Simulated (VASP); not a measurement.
# CeO2 (Fm-3m) in VASP: a series of runs

The runs below take CeO2 through single point, with revPBE, revPBE+D4.

All numbers are computed with VASP 6.6.1; they aren't measurements. Logs are shortened: lines on timing, memory, paths and dates and some standing lists are left out, and cuts for length are marked.

### Step 1. The cell of the first run

The structure is cubic, space group Fm-3m (No. 225). Conventional cell: a = 5.494 Å, b = 5.494 Å, c = 5.494 Å, α = 90.00°, β = 90.00°, γ = 90.00°. Ce (site symmetry m-3m) has 8 O at 2.38 Å within 3.1 Å. O (site symmetry -43m) has 4 Ce at 2.38 Å and 6 O at 2.75 Å within 3.1 Å.

### Step 2. Single point, revPBE (13.82 Å³/atom)

INCAR

```
ALGO = Normal ; EDIFF = 1E-6
ENCUT = 520 ; GGA = RE
ISIF = 2 ; ISMEAR = 0
LASPH = T ; LCHARG = T
LELF = T ; LREAL = F
LVHAR = T ; LWAVE = F
NBANDS = 19 ; NELM = 100
PREC = Accurate ; SIGMA = 0.05
```

KPOINTS

```
k-points
0
Gamma
  8 8 8
```

POSCAR

```
CeO2
1.0
    0.0000000000      2.7471793238      2.7471793238
    2.7471793238      0.0000000000      2.7471793238
    2.7471793238      2.7471793238      0.0000000000
Ce O
1 2
Direct
    0.0000000000      0.0000000000      0.0000000000
    0.2500000000      0.2500000000      0.2500000000
    0.7500000000      0.7500000000      0.7500000000
```

Potentials or basis: VASP PAW PBE potentials, release 64 (Ce, O).

Run with:

```console
cat potpaw_PBE.64/Ce/POTCAR potpaw_PBE.64/O/POTCAR > POTCAR
mpirun -np 1 vasp_std > vasp.out
```

OUTCAR:

```text
EDIFF = 1E-6
   ENCUT = 520
   GGA = RE
   ISIF = 2
   ISMEAR = 0
   LASPH = T
   LREAL = F
   NELM = 100
   PREC = Accurate

 ion  position               nearest neighbor table
   1  0.000  0.000  0.000-   3 2.38   3 2.38   3 2.38   2 2.38   2 2.38   2 2.38   3 2.38   2 2.38

   2  0.250  0.250  0.250-   1 2.38   1 2.38   1 2.38   1 2.38
   3  0.750  0.750  0.750-   1 2.38   1 2.38   1 2.38   1 2.38

  LATTYP: Found a face centered cubic cell.
 ALAT       =     5.4943586476

  Lattice vectors:

 A1 = (   0.0000000000,   2.7471793238,   2.7471793238)
 A2 = (   2.7471793238,   0.0000000000,   2.7471793238)
 A3 = (   2.7471793238,   2.7471793238,   0.0000000000)

Analysis of symmetry for initial positions (statically):
=====================================================================
 Subroutine PRICEL returns:
 Original cell was already a primitive cell.

 Routine SETGRP: Setting up the symmetry group for a
 face centered cubic supercell.

 Subroutine GETGRP returns: Found 48 space group operations
 (whereof 48 operations were pure point group operations)
 out of a pool of 48 trial point group operations.

The static configuration has the point symmetry O_h .

Analysis of symmetry for dynamics (positions and initial velocities):
=====================================================================
 Subroutine PRICEL returns:
 Original cell was already a primitive cell.

 Routine SETGRP: Setting up the symmetry group for a
 face centered cubic supercell.

 Subroutine GETGRP returns: Found 48 space group operations
 (whereof 48 operations were pure point group operations)
 out of a pool of 48 trial point group operations.

The dynamic configuration has the point symmetry O_h .

 Subroutine INISYM returns: Found 48 space group operations
 (whereof 48 operations are pure point group operations),
 and found     1 'primitive' translations

----------------------------------------------------------------------------------------

                                     Primitive cell

  volume of cell :      41.4659

  direct lattice vectors                    reciprocal lattice vectors
     0.000000000  2.747179324  2.747179324    -0.182004864  0.182004864  0.182004864
     2.747179324  0.000000000  2.747179324     0.182004864 -0.182004864  0.182004864
     2.747179324  2.747179324  0.000000000     0.182004864  0.182004864 -0.182004864

  length of vectors
     3.885098258  3.885098258  3.885098258     0.315241672  0.315241672  0.315241672

  position of ions in fractional coordinates (direct lattice)
     0.000000000  0.000000000  0.000000000
     0.250000000  0.250000000  0.250000000
     0.750000000  0.750000000  0.750000000

  ion indices of the primitive-cell ions
   primitive index   ion index
                 1           1
                 2           2
                 3           3

----------------------------------------------------------------------------------------

 KPOINTS: k-points

Automatic generation of k-mesh.
 Grid dimensions read from file:
 generate k-points for:    8    8    8

 Generating k-lattice:

  Cartesian coordinates                     Fractional coordinates (reciprocal lattice)
    -0.022750608  0.022750608  0.022750608     0.125000000  0.000000000  0.000000000
     0.022750608 -0.022750608  0.022750608     0.000000000  0.125000000  0.000000000
     0.022750608  0.022750608 -0.022750608     0.000000000  0.000000000  0.125000000

  Length of vectors
     0.039405209  0.039405209  0.039405209

  Shift w.r.t. Gamma in fractional coordinates (k-lattice)
     0.000000000  0.000000000  0.000000000

 Subroutine IBZKPT returns following result:
 ===========================================

 Found     29 irreducible k-points:

 Following reciprocal coordinates:
            Coordinates               Weight
  0.000000  0.000000  0.000000      1.000000
  0.125000  0.000000  0.000000      8.000000
  0.250000  0.000000  0.000000      8.000000
  0.375000  0.000000  0.000000      8.000000
  0.500000  0.000000  0.000000      4.000000
  0.125000  0.125000  0.000000      6.000000
[... 16 lines left out ...]
  0.500000  0.250000  0.125000     48.000000
 -0.375000  0.250000  0.125000     24.000000
 [... further k-points ...]
   k-points           NKPTS =     29   k-points in BZ     NKDIM =     29   number of bands    NBANDS=     19
   number of dos      NEDOS =    301   number of ions     NIONS =      3
   total plane-waves  NPLWV =  27000
   dimension x,y,z NGX =    30 NGY =   30 NGZ =   30
   dimension x,y,z NGXF=    60 NGYF=   60 NGZF=   60
   ions per type =               1   2
   NGX,Y,Z   is equivalent  to a cutoff of  12.84, 12.84, 12.84 a.u.
   NGXF,Y,Z  is equivalent  to a cutoff of  25.67, 25.67, 25.67 a.u.
 SYSTEM =  unknown system
   PREC   = accura    normal or accurate (medium, high low for compatibility)
   ISTART =      0    job   : 0-new  1-cont  2-samecut
   ICHARG =      2    charge: 1-file 2-atom 10-const
   ISPIN  =      1    spin polarized calculation?
   LNONCOLLINEAR =      F non collinear calculations
   LSORBIT =      F    spin-orbit coupling
   LASPH  =      T    aspherical Exc in radial PAW
   ENCUT  =  520.0 eV  38.22 Ry    6.18 a.u.   7.22  7.22  7.22*2*pi/ulx,y,z
   NELM   =    100;   NELMIN=  2; NELMDL= -5     # of ELM steps
   EDIFF  = 0.1E-05   stopping-criterion for ELM
   LREAL  =      F    real-space projection
[... 7 lines left out ...]
   TEBEG  =    0.0;   TEEND  =   0.0 temperature during run
   PSTRESS=    0.0 pullay stress
   NELECT =      24.0000    total number of electrons
   NUPDOWN=      -1.0000    fix difference up-down
   EMIN   =  10.00;   EMAX   =-10.00  energy-range for DOS
   EFERMI =   0.00;   METHOD = LEGACY
   ISMEAR =     0;   SIGMA  =   0.05  broadening in eV -4-tet -1-fermi 0-gaus
   EFERMI_NEDOS =   21; number of points for ismear=-14 and -15
   IALGO  =     38    algorithm
   IMIX   =      4    mixing-type and parameters
     AMIX     =   0.40;   BMIX     =  1.00
     AMIX_MAG =   1.60;   BMIX_MAG =  1.00
  volume/ion in A,a.u.               =      13.82        93.28
  Fermi-wavevector in a.u.,A,eV,Ry     =   1.364316  2.578183 25.325307  1.861358
  Thomas-Fermi vector in A             =   2.490642
   LORBIT       =      0    0 simple, 1 ext, 2 COOP (PROOUT), +10 PAW based schemes
   GGA     = RE    functional components
   LHFCALC =     F    Hartree Fock is set to
   AEXX    =    0.0000 exact exchange contribution
   IVDW    =     0    specifies the selected vdW correction
   LEPSILON=     F    determine dielectric tensor
   LRPA    =     F    only Hartree local field effects (RPA)
 non-spin polarized calculation
 Gauss-broadening in eV      SIGMA  =   0.05
  energy-cutoff  :      520.00
  volume of cell :       41.47
 maximum number of plane-waves:      1139
 NGX is ok and might be reduce to    30
   NGX = 15   NGY = 15   NGZ = 15

 number of electron      23.9999993 magnetization

 Free energy of the ion-electron system (eV)
  ---------------------------------------------------
  ext. energy  EPLUGINS =         0.00000000
  ---------------------------------------------------
  free energy    TOTEN  =       -25.11911267 eV

  energy without entropy =      -25.11911267  energy(sigma->0) =      -25.11911267

 E-fermi :   5.2155     XC(G=0): -10.9060

 val. band max:        4.9713349864   @ k =  -0.2500   0.2500   0.0000
 cond. band min:       6.7982802327   @ k =   0.5000   0.0000   0.0000
 fundamental gap:      1.8269452463
 Fermi energy:         5.2155453556

 k-point     1 :       0.0000    0.0000    0.0000
  band No.  band energies     occupation
      1     -27.5511      2.00000
      2     -11.3180      2.00000
      3     -10.3888      2.00000
      4      -9.7510      2.00000
      5      -9.7510      2.00000
      6      -9.7510      2.00000
[... 11 lines left out ...]
     18       7.7011      0.00000
     19       7.7011      0.00000

 k-point     2 :       0.1250    0.0000    0.0000
  band No.  band energies     occupation
      1     -27.5268      2.00000
      2     -11.8053      2.00000
      3     -10.5016      2.00000
      4      -9.7821      2.00000
      5      -9.7821      2.00000
      6      -9.2312      2.00000
[... 11 lines left out ...]
     18       7.6176      0.00000
     19       7.6176      0.00000

 k-point     3 :       0.2500    0.0000    0.0000
  band No.  band energies     occupation
      1     -27.4677      2.00000
      2     -12.5332      2.00000
      3     -10.7825      2.00000
      4      -9.8553      2.00000
      5      -9.8553      2.00000
      6      -8.3823      2.00000
[... 11 lines left out ...]
     18       7.5205      0.00000
     19       7.5205      0.00000

 k-point     4 :       0.3750    0.0000    0.0000
  band No.  band energies     occupation
      1     -27.4072      2.00000
      2     -13.0631      2.00000
      3     -11.0370      2.00000
      4      -9.9262      2.00000
      5      -9.9262      2.00000
      6      -7.7162      2.00000
[... 11 lines left out ...]
     18       7.5279      0.00000
     19       7.5455      0.00000

 k-point     5 :       0.5000    0.0000    0.0000
  band No.  band energies     occupation
      1     -27.3817      2.00000
      2     -13.2547      2.00000
      3     -11.1350      2.00000
      4      -9.9549      2.00000
      5      -9.9549      2.00000
      6      -7.4643      2.00000
[... 11 lines left out ...]
     18       7.5552      0.00000
     19       7.6254      0.00000
[... 334 lines left out ...]
      2     -13.5706      2.00000
      3     -11.0697      2.00000
      4     -10.2575      2.00000
      5     -10.2575      2.00000
      6      -6.8576      2.00000
[... 11 lines left out ...]
     18       7.3762      0.00000
     19       7.9827      0.00000

 k-point    22 :       0.3750    0.2500    0.1250
  band No.  band energies     occupation
      1     -27.4231      2.00000
      2     -12.8024      2.00000
      3     -11.3882      2.00000
      4      -9.9629      2.00000
      5      -9.3792      2.00000
      6      -8.1008      2.00000
[... 11 lines left out ...]
     18       7.3716      0.00000
     19       7.5058      0.00000

 k-point    23 :       0.5000    0.2500    0.1250
  band No.  band energies     occupation
      1     -27.3741      2.00000
      2     -13.0026      2.00000
      3     -11.9674      2.00000
      4     -10.0437      2.00000
      5      -8.9494      2.00000
      6      -7.8800      2.00000
[... 11 lines left out ...]
     18       7.3609      0.00000
     19       7.6504      0.00000

 k-point    24 :      -0.3750    0.2500    0.1250
  band No.  band energies     occupation
      1     -27.3536      2.00000
      2     -13.0508      2.00000
      3     -12.2087      2.00000
      4     -10.0797      2.00000
      5      -8.7814      2.00000
      6      -7.8026      2.00000
[... 11 lines left out ...]
     18       7.3564      0.00000
     19       7.7414      0.00000

 [... further k-points ...]

------------------------ aborting loop because EDIFF is reached ----------------------------------------

  FORCE on cell =-STRESS in cart. coord.  units (eV):
  Direction    XX          YY          ZZ          XY          YZ          ZX
  --------------------------------------------------------------------------------------
  -------------------------------------------------------------------------------------
  Total       -0.0045103     -0.0045103     -0.0045103      0.0000000      0.0000000      0.0000000
  in kB       -0.1742722     -0.1742722     -0.1742722      0.0000000      0.0000000      0.0000000
  external PRESSURE =      -0.1742722 kB  Pullay stress =       0.0000000 kB

 VOLUME and BASIS-vectors are now :
 -----------------------------------------------------------------------------
  energy-cutoff  :      520.00
  volume of cell :       41.47
      direct lattice vectors                 reciprocal lattice vectors
     0.000000000  2.747179324  2.747179324    -0.182004864  0.182004864  0.182004864
     2.747179324  0.000000000  2.747179324     0.182004864 -0.182004864  0.182004864
     2.747179324  2.747179324  0.000000000     0.182004864  0.182004864 -0.182004864

 POSITION                                       TOTAL-FORCE (eV/Angst)
 -----------------------------------------------------------------------------------
      0.00000      0.00000      0.00000        -0.000000     -0.000000     -0.000000
      1.37359      1.37359      1.37359        -0.000000     -0.000000     -0.000000
      4.12077      4.12077      4.12077         0.000000      0.000000      0.000000
 -----------------------------------------------------------------------------------
    total drift:                                0.000000     -0.000000      0.000000

  FREE ENERGIE OF THE ION-ELECTRON SYSTEM (eV)
  ---------------------------------------------------
  free  energy   TOTEN  =       -25.1191126735 eV

  energy  without entropy=      -25.1191126735  energy(sigma->0) =      -25.11911267
```

Wall time 100 s (1 thread of Intel Xeon 8259CL, shared host); peak memory 0.19 GiB.

Results:

| Property | Result |
| --- | --- |
| Free energy | -25.1191 eV |
| Pressure | 0.0 GPa |
| Band gap on the k mesh | 1.83 eV (least direct gap 1.92 eV) |

Levels at points of the mesh, in eV from the valence-band top:
```tsv
k point	band 8	band 9	band 10	band 11	band 12	band 13	band 14	band 15	band 16	band 17
(0.00, 0.00, 0.00)	-3.60	-3.60	-0.54	-0.54	-0.54	2.11	2.11	2.11	2.33	2.73
(0.50, 0.00, 0.00)	-2.75	-1.22	-1.14	-0.76	-0.76	1.83	1.98	1.98	2.12	2.58
(0.50, 0.50, 0.00)	-1.19	-1.19	-0.70	-0.70	-0.55	1.86	1.94	1.94	2.08	2.40
```

Caveat: the PAW data sets were made with another functional, which shifts forces and pressure a little; spin-orbit coupling is left out, which moves the levels of the heavy elements; semilocal functionals describe open f shells poorly, which spoils levels, moments and volumes. A k mesh can miss the band edges.

### Step 3. Single point, revPBE (13.55 Å³/atom)

This run uses another cell than the first one, of 13.55 Å³/atom.

INCAR

```
  PREC = Accurate
  ENCUT = 520
  EDIFF = 1E-6
  ISMEAR = 0
  SIGMA = 0.05
  LREAL = F
  LASPH = T
  NELM = 80
  ALGO = Normal
  ISIF = 2
  LWAVE = F
  LCHARG = T
  GGA = RE
  LELF = T
  LVHAR = T
  NBANDS = 19
```

KPOINTS

```
regular mesh
0
Gamma
  8 8 8
```

POSCAR

```
CeO2
1.0
    0.0000000000      2.7287413231      2.7287413231
    2.7287413231      0.0000000000      2.7287413231
    2.7287413231      2.7287413231      0.0000000000
Ce O
1 2
Direct
    0.0000000000      0.0000000000      0.0000000000
    0.2500000000      0.2500000000      0.2500000000
    0.7500000000      0.7500000000      0.7500000000
```

Potentials or basis: VASP PAW PBE potentials, release 64 (Ce, O).

Run with:

```console
cat potpaw_PBE.64/Ce/POTCAR potpaw_PBE.64/O/POTCAR > POTCAR
mpirun -np 1 vasp_std > vasp.out
```

Wall time 93 s (1 thread of Intel Xeon 8259CL, shared host); peak memory 0.19 GiB.

It converged, with:

```
Free energy            : -25.1091 eV
Pressure               : 3.4 GPa
Band gap on the k mesh : 1.89 eV (least direct gap 1.98 eV)
```

Levels at points of the mesh, in eV from the valence-band top:
```
           k point  band 10  band 11  band 12  band 13  band 14  band 15
(0.00, 0.00, 0.00)    -0.57    -0.57    -0.57     2.19     2.19     2.19
(0.50, 0.00, 0.00)    -1.17    -0.77    -0.77     1.89     2.05     2.05
(0.50, 0.50, 0.00)    -0.74    -0.74    -0.58     1.92     2.01     2.01
```

Caveat: the cell stands under pressure; the PAW data sets were made with another functional, which shifts forces and pressure a little; spin-orbit coupling is left out, which moves the levels of the heavy elements; semilocal functionals describe open f shells poorly, which spoils levels, moments and volumes.

### Step 4. Single point, revPBE+D4 (13.62 Å³/atom)

This run uses another cell than the first one, of 13.62 Å³/atom.

INCAR

```
PREC = Accurate
ENCUT = 520
EDIFF = 1E-6
ISMEAR = 0
SIGMA = 0.05
LREAL = F
LASPH = T
NELM = 80
ALGO = Normal
ISIF = 2
LWAVE = F
LCHARG = T
GGA = RE
IVDW = 13
LELF = T
LVHAR = T
NBANDS = 19
```

KPOINTS is that of step 3.

POSCAR

```
CeO2
1.0
    0.0000000000      2.7334817542      2.7334817542
    2.7334817542      0.0000000000      2.7334817542
    2.7334817542      2.7334817542      0.0000000000
Ce O
1 2
Direct
    0.0000000000      0.0000000000      0.0000000000
    0.2500000000      0.2500000000      0.2500000000
    0.7500000000      0.7500000000      0.7500000000
```

Run with:

```console
cat potpaw_PBE.64/Ce/POTCAR potpaw_PBE.64/O/POTCAR > POTCAR
mpirun -np 1 vasp_std > vasp.out
```

Run time: 1.7 min. Hardware: 1 thread of Intel Xeon 8259CL, shared host; peak memory 0.19 GiB.

The run converged. Its results:

| Property | Result |
| --- | --- |
| Free energy | -26.3609 eV |
| Pressure | -3.4 GPa |
| Band gap on the k mesh | 1.87 eV (least direct gap 1.97 eV) |
| Dispersion energy per atom | -0.416 eV |

Levels at points of the mesh, in eV from the valence-band top:
| k point | band 10 | band 11 | band 12 | band 13 | band 14 | band 15 |
| --- | --- | --- | --- | --- | --- | --- |
| (0.00, 0.00, 0.00) | -0.56 | -0.56 | -0.56 | 2.17 | 2.17 | 2.17 |
| (0.50, 0.00, 0.00) | -1.16 | -0.77 | -0.77 | 1.87 | 2.03 | 2.03 |
| (0.50, 0.50, 0.00) | -0.73 | -0.73 | -0.57 | 1.91 | 1.99 | 1.99 |

Caveat: the cell stands under tension; the PAW data sets were made with another functional, which shifts forces and pressure a little; spin-orbit coupling is left out, which moves the levels of the heavy elements; semilocal functionals describe open f shells poorly, which spoils levels, moments and volumes.

### Step 5. Single point, revPBE (13.94 Å³/atom)

This run uses another cell than the first one, of 13.94 Å³/atom.

INCAR

```
SYSTEM = CeO2
PREC = Accurate
ENCUT = 520
EDIFF = 1E-6
ISMEAR = 0
SIGMA = 0.05
LREAL = .FALSE.
LASPH = .TRUE.
NELM = 80
ALGO = Normal
ISIF = 2
LWAVE = .FALSE.
LCHARG = .TRUE.
GGA = RE
LELF = .TRUE.
LVHAR = .TRUE.
NBANDS = 19
```

KPOINTS

```
Automatic mesh
0
G
  8 8 8
  0 0 0
```

POSCAR

```
CeO2
1.0
    0.0000000000      2.7549161186      2.7549161186
    2.7549161186      0.0000000000      2.7549161186
    2.7549161186      2.7549161186      0.0000000000
Ce O
1 2
Direct
    0.0000000000      0.0000000000      0.0000000000
    0.2500000000      0.2500000000      0.2500000000
    0.7500000000      0.7500000000      0.7500000000
```

Run with:

```console
cat potpaw_PBE.64/Ce/POTCAR potpaw_PBE.64/O/POTCAR > POTCAR
mpirun -np 1 vasp_std > vasp.out
```

Run time: 98 s. Hardware: 1 thread of Intel Xeon 8259CL, shared host; peak memory 0.19 GiB.

Results (log left out):

```yaml
Free_energy: -25.1182 eV
Pressure: -1.3 GPa
Band_gap_on_the_k_mesh: 1.80 eV (least direct gap 1.89 eV)
```

Levels at points of the mesh, in eV from the valence-band top:
```csv
k point,band 9,band 10,band 11,band 12,band 13,band 14,band 15,band 16
"(0.00, 0.00, 0.00)",-3.55,-0.53,-0.53,-0.53,2.08,2.08,2.08,2.29
"(0.50, 0.00, 0.00)",-1.21,-1.13,-0.75,-0.75,1.80,1.95,1.95,2.09
"(0.50, 0.50, 0.00)",-1.19,-0.68,-0.68,-0.53,1.84,1.91,1.91,2.05
```

Caveat: the PAW data sets were made with another functional, which shifts forces and pressure a little; spin-orbit coupling is left out, which moves the levels of the heavy elements; semilocal functionals describe open f shells poorly, which spoils levels, moments and volumes. Spin polarisation is off, so any magnetic state and its effect on volume and gap are missing.

### Step 6. The runs side by side

```tsv
level	cell	gap on the mesh (eV)	pressure (GPa)
revPBE	a = 3.885 Å, angles 60.0°, 3 atoms	1.83	0.0
revPBE	a = 3.859 Å, angles 60.0°, 3 atoms	1.89	3.4
revPBE+D4	a = 3.866 Å, angles 60.0°, 3 atoms	1.87	-3.4
revPBE	a = 3.896 Å, angles 60.0°, 3 atoms	1.80	-1.3
```

Alike in all rows: task single point; potentials or basis VASP PAW PBE potentials, release 64 (Ce, O); no spin polarisation; k mesh 8 × 8 × 8; cutoff (eV) 520; smearing gaussian 0.05 eV.

Caveats: the PAW data sets were made with another functional, which shifts forces and pressure a little; spin-orbit coupling is left out, which moves the levels of the heavy elements; semilocal functionals describe open f shells poorly, which spoils levels, moments and volumes; the cell stands under pressure (at least some runs); the cell stands under tension (at least some runs).

Total energies depend on the potentials used, so only differences within one code and one set of settings carry meaning.
